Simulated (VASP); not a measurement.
# MgO (Fm-3m) in VASP: notebook

The runs below take MgO through single point, with PBE.

Program: VASP 6.6.1. These are calculated values, not measurements. Logs are shortened: lines on timing, memory, paths and dates and some standing lists are left out, and cuts for length are marked.

## Step 1: The cell of the first run

It takes space group Fm-3m (No. 225, cubic). Conventional cell: a = 4.216 Å, b = 4.216 Å, c = 4.216 Å, α = 90.00°, β = 90.00°, γ = 90.00°. Mg (site symmetry m-3m) has 6 O at 2.11 Å within 2.8 Å. O (site symmetry m-3m) has 6 Mg at 2.11 Å within 2.8 Å.

## Step 2: Single point, PBE

The input, INCAR:

```
PREC = Accurate
ENCUT = 600
EDIFF = 1E-6
ISMEAR = -1
SIGMA = 0.03
LREAL = False
LASPH = True
NELM = 120
ALGO = Normal
ISIF = 2
LWAVE = False
LCHARG = True
GGA = PE
LELF = True
LVHAR = True
NBANDS = 11
GGA_COMPAT = False
```

The input, KPOINTS:

```
Automatic mesh
0
Gamma
  9 9 9
```

The input, POSCAR:

```
MgO
1.0
    0.0000000000      2.1080000000      2.1080000000
    2.1080000000      0.0000000000      2.1080000000
    2.1080000000      2.1080000000      0.0000000000
Mg O
1 1
Direct
    0.0000000000      0.0000000000      0.0000000000
    0.5000000000      0.5000000000      0.5000000000
```

Potentials or basis: VASP PAW PBE potentials, release 64 (Mg, O).

Command:

```bash
$ cat potpaw_PBE.64/Mg/POTCAR potpaw_PBE.64/O/POTCAR > POTCAR
$ mpirun -np 1 vasp_std > vasp.out
```

OUTCAR:

```text
PREC = Accurate
   ENCUT = 600
   EDIFF = 1E-6
   ISMEAR = -1
   LREAL = False
   LASPH = True
   NELM = 120
   ISIF = 2
   GGA = PE

 ion  position               nearest neighbor table
   1  0.000  0.000  0.000-   2 2.11   2 2.11   2 2.11   2 2.11   2 2.11   2 2.11
   2  0.500  0.500  0.500-   1 2.11   1 2.11   1 2.11   1 2.11   1 2.11   1 2.11

  LATTYP: Found a face centered cubic cell.
 ALAT       =     4.2160000000

  Lattice vectors:

 A1 = (   0.0000000000,   2.1080000000,   2.1080000000)
 A2 = (   2.1080000000,   0.0000000000,   2.1080000000)
 A3 = (   2.1080000000,   2.1080000000,   0.0000000000)

Analysis of symmetry for initial positions (statically):
[... 33 lines left out ...]
                                     Primitive cell

  volume of cell :      18.7345

  direct lattice vectors                    reciprocal lattice vectors
     0.000000000  2.108000000  2.108000000    -0.237191651  0.237191651  0.237191651
     2.108000000  0.000000000  2.108000000     0.237191651 -0.237191651  0.237191651
     2.108000000  2.108000000  0.000000000     0.237191651  0.237191651 -0.237191651

  length of vectors
     2.981162189  2.981162189  2.981162189     0.410827990  0.410827990  0.410827990

  position of ions in fractional coordinates (direct lattice)
     0.000000000  0.000000000  0.000000000
     0.500000000  0.500000000  0.500000000

  ion indices of the primitive-cell ions
   primitive index   ion index
                 1           1
                 2           2

----------------------------------------------------------------------------------------

 KPOINTS: Automatic mesh

Automatic generation of k-mesh.
 Grid dimensions read from file:
 generate k-points for:    9    9    9

 Generating k-lattice:

  Cartesian coordinates                     Fractional coordinates (reciprocal lattice)
    -0.026354628  0.026354628  0.026354628     0.111111111  0.000000000  0.000000000
     0.026354628 -0.026354628  0.026354628     0.000000000  0.111111111  0.000000000
     0.026354628  0.026354628 -0.026354628     0.000000000  0.000000000  0.111111111

  Length of vectors
     0.045647554  0.045647554  0.045647554

  Shift w.r.t. Gamma in fractional coordinates (k-lattice)
     0.000000000  0.000000000  0.000000000

 Subroutine IBZKPT returns following result:
 ===========================================

 Found     35 irreducible k-points:

 Following reciprocal coordinates:
            Coordinates               Weight
[... 41 lines left out ...]
   ENCUT  =  600.0 eV  44.10 Ry    6.64 a.u.   5.95  5.95  5.95*2*pi/ulx,y,z
   NELM   =    120;   NELMIN=  2; NELMDL= -5     # of ELM steps
   EDIFF  = 0.1E-05   stopping-criterion for ELM
   LREAL  =      F    real-space projection
   EDIFFG = 0.1E-04   stopping-criterion for IOM
   NSW    =      0    number of steps for IOM
   IBRION =     -1    ionic relax: 0-MD 1-quasi-New 2-CG
   NFREE  =      0    steps in history (QN), initial steepest desc. (CG)
   ISIF   =      2    stress and relaxation
   ISYM   =      2    0-nonsym 1-usesym 2-fastsym
   POTIM  = 0.5000    time-step for ionic-motion
   TEBEG  =    0.0;   TEEND  =   0.0 temperature during run
   PSTRESS=    0.0 pullay stress
   NELECT =       8.0000    total number of electrons
   NUPDOWN=      -1.0000    fix difference up-down
   EMIN   =  10.00;   EMAX   =-10.00  energy-range for DOS
   EFERMI =   0.00;   METHOD = LEGACY
   ISMEAR =    -1;   SIGMA  =   0.03  broadening in eV -4-tet -1-fermi 0-gaus
   EFERMI_NEDOS =   21; number of points for ismear=-14 and -15
   IALGO  =     38    algorithm
   IMIX   =      4    mixing-type and parameters
     AMIX     =   0.40;   BMIX     =  1.00
     AMIX_MAG =   1.60;   BMIX_MAG =  1.00
  volume/ion in A,a.u.               =       9.37        63.21
  Fermi-wavevector in a.u.,A,eV,Ry     =   1.232795  2.329645 20.677912  1.519784
  Thomas-Fermi vector in A             =   2.367551
   LORBIT       =      0    0 simple, 1 ext, 2 COOP (PROOUT), +10 PAW based schemes
   GGA     = PE    functional components
   LHFCALC =     F    Hartree Fock is set to
   AEXX    =    0.0000 exact exchange contribution
   IVDW    =     0    specifies the selected vdW correction
   LEPSILON=     F    determine dielectric tensor
   LRPA    =     F    only Hartree local field effects (RPA)
 non-spin polarized calculation
  energy-cutoff  :      600.00
  volume of cell :       18.73
 maximum number of plane-waves:       637
   NGX = 11   NGY = 11   NGZ = 11

 number of electron       8.0000005 magnetization

 Free energy of the ion-electron system (eV)
  ---------------------------------------------------
  ext. energy  EPLUGINS =         0.00000000
  ---------------------------------------------------
  free energy    TOTEN  =       -11.91020926 eV

  energy without entropy =      -11.91020926  energy(sigma->0) =      -11.91020926

 E-fermi :   3.7726     XC(G=0): -11.0650

 val. band max:        3.1639927412   @ k =   0.0000   0.0000   0.0000
 cond. band min:       7.8644579421   @ k =   0.0000   0.0000   0.0000
 fundamental gap:      4.7004652009
 Fermi energy:         3.7726343828

 k-point     1 :       0.0000    0.0000    0.0000
  band No.  band energies     occupation
      1     -14.0842      2.00000
      2       3.1640      2.00000
      3       3.1640      2.00000
      4       3.1640      2.00000
      5       7.8645      0.00000
      6      18.9504      0.00000
      7      18.9504      0.00000
      8      18.9504      0.00000
      9      22.8584      0.00000
     10      24.6307      0.00000
     11      24.6307      0.00000
[... 309 lines left out ...]
 k-point    24 :       0.4444    0.4444    0.0000
  band No.  band energies     occupation
      1     -12.5992      2.00000
      2      -0.8375      2.00000
      3       1.8539      2.00000
      4       1.8539      2.00000
      5      12.3843      0.00000
      6      13.0839      0.00000
      7      16.2462      0.00000
      8      22.0032      0.00000
      9      22.0032      0.00000
     10      28.6491      0.00000
     11      29.6230      0.00000

 [... further k-points ...]
[... 5 lines left out ...]
  --------------------------------------------------------------------------------------
  -------------------------------------------------------------------------------------
  Total        0.3774592      0.3774592      0.3774592     -0.0000000      0.0000000      0.0000000
  in kB       32.2803930     32.2803930     32.2803930     -0.0000000      0.0000000      0.0000000
  external PRESSURE =      32.2803930 kB  Pullay stress =       0.0000000 kB

 VOLUME and BASIS-vectors are now :
 -----------------------------------------------------------------------------
  energy-cutoff  :      600.00
  volume of cell :       18.73
      direct lattice vectors                 reciprocal lattice vectors
     0.000000000  2.108000000  2.108000000    -0.237191651  0.237191651  0.237191651
     2.108000000  0.000000000  2.108000000     0.237191651 -0.237191651  0.237191651
     2.108000000  2.108000000  0.000000000     0.237191651  0.237191651 -0.237191651

 POSITION                                       TOTAL-FORCE (eV/Angst)
 -----------------------------------------------------------------------------------
      0.00000      0.00000      0.00000        -0.000000     -0.000000      0.000000
      2.10800      2.10800      2.10800         0.000000      0.000000      0.000000
 -----------------------------------------------------------------------------------
    total drift:                               -0.000000     -0.000000      0.000000

  FREE ENERGIE OF THE ION-ELECTRON SYSTEM (eV)
  ---------------------------------------------------
  free  energy   TOTEN  =       -11.9102092569 eV

  energy  without entropy=      -11.9102092569  energy(sigma->0) =      -11.91020926
```

OSZICAR:

```text
N       E                     dE             d eps       ncg     rms          rms(c)
DAV:   1     0.207167195217E+02    0.20717E+02   -0.50266E+03   826   0.736E+02
DAV:   2    -0.126024536410E+02   -0.33319E+02   -0.32092E+02   905   0.145E+02
DAV:   3    -0.134658753957E+02   -0.86342E+00   -0.86239E+00   931   0.216E+01
DAV:   4    -0.134680663342E+02   -0.21909E-02   -0.21909E-02   836   0.122E+00
DAV:   5    -0.134680734260E+02   -0.70918E-05   -0.70918E-05   902   0.686E-02    0.721E+00
DAV:   6    -0.119283127768E+02    0.15398E+01   -0.87898E+00   794   0.163E+01    0.223E+00
DAV:   7    -0.119160387876E+02    0.12274E-01   -0.53285E-02   863   0.213E+00    0.134E+00
DAV:   8    -0.119105620635E+02    0.54767E-02   -0.28011E-02   800   0.190E+00    0.234E-01
DAV:   9    -0.119102182935E+02    0.34377E-03   -0.49181E-04   887   0.158E-01    0.135E-01
DAV:  10    -0.119102075497E+02    0.10744E-04   -0.46640E-04   824   0.166E-01    0.791E-03
DAV:  11    -0.119102093217E+02   -0.17719E-05   -0.25099E-06   908   0.133E-02    0.559E-03
DAV:  12    -0.119102092569E+02    0.64728E-07   -0.59052E-07   454   0.617E-03
   1 F= -.11910209E+02 E0= -.11910209E+02  d E =-.116930E-10
```

Run time: 6.5 s. Hardware: 1 thread of Intel Xeon Platinum 8488C (Sapphire Rapids), shared host; peak memory 0.14 GiB.

Results:

```
Free energy            : -11.9102 eV
Pressure               : 3.2 GPa
Band gap on the k mesh : 4.70 eV, direct
```

As with any semilocal functional, this PBE gap is likely too small.

## Step 3: Single point, PBE

The input, INCAR:

```
SYSTEM = MgO
PREC     = Accurate       ! precision mode
ENCUT    = 600            ! plane-wave cutoff, eV
EDIFF    = 1E-6           ! SCF threshold, eV
ISMEAR   = 0              ! smearing method
SIGMA    = 0.15           ! smearing width, eV
LREAL    = .FALSE.        ! projectors in reciprocal space
LASPH    = .TRUE.         ! aspherical terms in the spheres
NELM     = 120            ! most SCF steps
ALGO     = Normal         ! electronic algorithm
ISIF     = 2              ! what is computed and relaxed
LWAVE    = .FALSE.        ! write WAVECAR
LCHARG   = .FALSE.        ! write CHGCAR
GGA      = PE             ! functional
NBANDS   = 11             ! bands
GGA_COMPAT= .FALSE.
```

The input, KPOINTS:

```
regular mesh
0
G
  9 9 9
  0 0 0
```

POSCAR is that of step 2.

Potentials or basis: VASP PAW PBE potentials, release 64 (Mg, O).

Command:

```bash
$ cat potpaw_PBE.64/Mg/POTCAR potpaw_PBE.64/O/POTCAR > POTCAR
$ mpirun -np 1 vasp_std > vasp.out
```

Run time: 6.7 s. Hardware: 1 thread of Intel Xeon Platinum 8488C (Sapphire Rapids), shared host; peak memory 0.14 GiB.

The run converged. Its results:

```yaml
Free_energy: -11.9102 eV
Pressure: 3.2 GPa
Band_gap_on_the_k_mesh: 4.70 eV, direct
```

Levels at points of the mesh, in eV from the valence-band top:
```csv
k point,band 1,band 2,band 3,band 4,band 5,band 6,band 7,band 8,band 9
"(0.00, 0.00, 0.00)",-17.25,0.00,0.00,0.00,4.70,15.79,15.79,15.79,19.69
```

Expect the measured gap to be larger: semilocal functionals such as PBE lack the derivative discontinuity.

## Step 4: Single point, PBE

The input, INCAR:

```
SYSTEM = MgO
PREC = Accurate
ENCUT = 600
EDIFF = 1E-6
ISMEAR = -5
SIGMA = 0.1
LREAL = .False.
LASPH = .True.
NELM = 120
ALGO = Normal
ISIF = 2
LWAVE = .False.
LCHARG = .True.
GGA = PE
LELF = .True.
LVHAR = .True.
NBANDS = 11
GGA_COMPAT = .False.
```

The input, KPOINTS:

```
Automatic mesh
0
Gamma
  9 9 9
  0 0 0
```

POSCAR is that of step 3.

Potentials or basis: VASP PAW PBE potentials, release 64 (Mg, O).

Command:

```bash
$ cat potpaw_PBE.64/Mg/POTCAR potpaw_PBE.64/O/POTCAR > POTCAR
$ mpirun -np 1 vasp_std > vasp.out
```

OUTCAR:

```text
SYSTEM = MgO
   PREC = Accurate
   ENCUT = 600
   EDIFF = 1E-6
   ISMEAR = -5
   LREAL = .False.
   LASPH = .True.
   NELM = 120
   ISIF = 2
   GGA = PE

 ion  position               nearest neighbor table
   1  0.000  0.000  0.000-   2 2.11   2 2.11   2 2.11   2 2.11   2 2.11   2 2.11
   2  0.500  0.500  0.500-   1 2.11   1 2.11   1 2.11   1 2.11   1 2.11   1 2.11

  LATTYP: Found a face centered cubic cell.
 ALAT       =     4.2160000000

  Lattice vectors:

[... 523 lines left out ...]
 [... further k-points ...]

------------------------ aborting loop because EDIFF is reached ----------------------------------------

  FORCE on cell =-STRESS in cart. coord.  units (eV):
  Direction    XX          YY          ZZ          XY          YZ          ZX
  --------------------------------------------------------------------------------------
  -------------------------------------------------------------------------------------
  Total        0.3774592      0.3774592      0.3774592      0.0000000      0.0000000      0.0000000
  in kB       32.2803931     32.2803931     32.2803931      0.0000000      0.0000000      0.0000000
  external PRESSURE =      32.2803931 kB  Pullay stress =       0.0000000 kB

 VOLUME and BASIS-vectors are now :
 -----------------------------------------------------------------------------
  energy-cutoff  :      600.00
  volume of cell :       18.73
      direct lattice vectors                 reciprocal lattice vectors
     0.000000000  2.108000000  2.108000000    -0.237191651  0.237191651  0.237191651
     2.108000000  0.000000000  2.108000000     0.237191651 -0.237191651  0.237191651
     2.108000000  2.108000000  0.000000000     0.237191651  0.237191651 -0.237191651

 POSITION                                       TOTAL-FORCE (eV/Angst)
 -----------------------------------------------------------------------------------
      0.00000      0.00000      0.00000        -0.000000      0.000000     -0.000000
      2.10800      2.10800      2.10800         0.000000     -0.000000      0.000000
 -----------------------------------------------------------------------------------
    total drift:                               -0.000000     -0.000000      0.000000

  FREE ENERGIE OF THE ION-ELECTRON SYSTEM (eV)
  ---------------------------------------------------
  free  energy   TOTEN  =       -11.9102092569 eV

  energy  without entropy=      -11.9102092569  energy(sigma->0) =      -11.91020926
```

stdout:

```text
POSCAR found type information on POSCAR MgO
 POSCAR found :  2 types and       2 ions
 scaLAPACK will be used
 LDA part: xc-table for (Slater+PW92), standard interpolation
 POSCAR, INCAR and KPOINTS ok, starting setup
 FFT: planning ... GRIDC
 FFT: planning ... GRID_SOFT
 FFT: planning ... GRID
 WAVECAR not read
 entering main loop
```

It took 7.3 s on 1 thread of Intel Xeon Platinum 8488C (Sapphire Rapids), shared host; peak memory 0.14 GiB.

Results:

| Property | Result |
| --- | --- |
| Free energy | -11.9102 eV |
| Pressure | 3.2 GPa |
| Band gap on the k mesh | 4.70 eV, direct |

Levels at points of the mesh, in eV from the valence-band top:
```csv
k point,band 1,band 2,band 3,band 4,band 5,band 6,band 7,band 8
"(0.00, 0.00, 0.00)",-17.25,0.00,0.00,0.00,4.70,15.79,15.79,15.79
```

Expect the measured gap to be larger: semilocal functionals such as PBE lack the derivative discontinuity.

## Step 5: Single point, PBE

The input, INCAR:

```
SYSTEM = MgO
ALGO = Normal ; EDIFF = 1E-6
ENCUT = 600 ; GGA = PE
GGA_COMPAT = .FALSE. ; ISIF = 2
ISMEAR = 0 ; LASPH = .TRUE.
LCHARG = .TRUE. ; LELF = .TRUE.
LREAL = .FALSE. ; LVHAR = .TRUE.
LWAVE = .FALSE. ; NBANDS = 11
NELM = 120 ; PREC = Accurate
SIGMA = 0.05
```

The input, KPOINTS:

```
k-points
0
G
  9 9 9
  0 0 0
```

POSCAR is that of step 4.

Command:

```bash
$ cat potpaw_PBE.64/Mg/POTCAR potpaw_PBE.64/O/POTCAR > POTCAR
$ mpirun -np 1 vasp_std > vasp.out
```

Wall time 8.7 s (1 thread of Intel Xeon Platinum 8488C (Sapphire Rapids), shared host); peak memory 0.14 GiB.

Results (log left out):

```yaml
Free_energy: -11.9102 eV
Pressure: 3.2 GPa
Band_gap_on_the_k_mesh: 4.70 eV, direct
```

Levels at points of the mesh, in eV from the valence-band top:
```tsv
k point	band 1	band 2	band 3	band 4	band 5	band 6	band 7	band 8	band 9
(0.00, 0.00, 0.00)	-17.25	0.00	0.00	0.00	4.70	15.79	15.79	15.79	19.69
```

As with any semilocal functional, this PBE gap is likely too small.

## Step 6: The runs side by side

```tsv
smearing	gap on the mesh (eV)	pressure (GPa)
fermi-dirac 0.03 eV	4.70	3.2
gaussian 0.15 eV	4.70	3.2
tetrahedron	4.70	3.2
gaussian 0.05 eV	4.70	3.2
```

Alike in all rows: task single point; level PBE; potentials or basis VASP PAW PBE potentials, release 64 (Mg, O); no spin polarisation; cell as given; k mesh 9 × 9 × 9; cutoff (eV) 600.

On the cell as given the gap runs from 4.70 eV (PBE) to 4.70 eV (PBE).

Absolute energies hang on the potentials; compare differences alone.
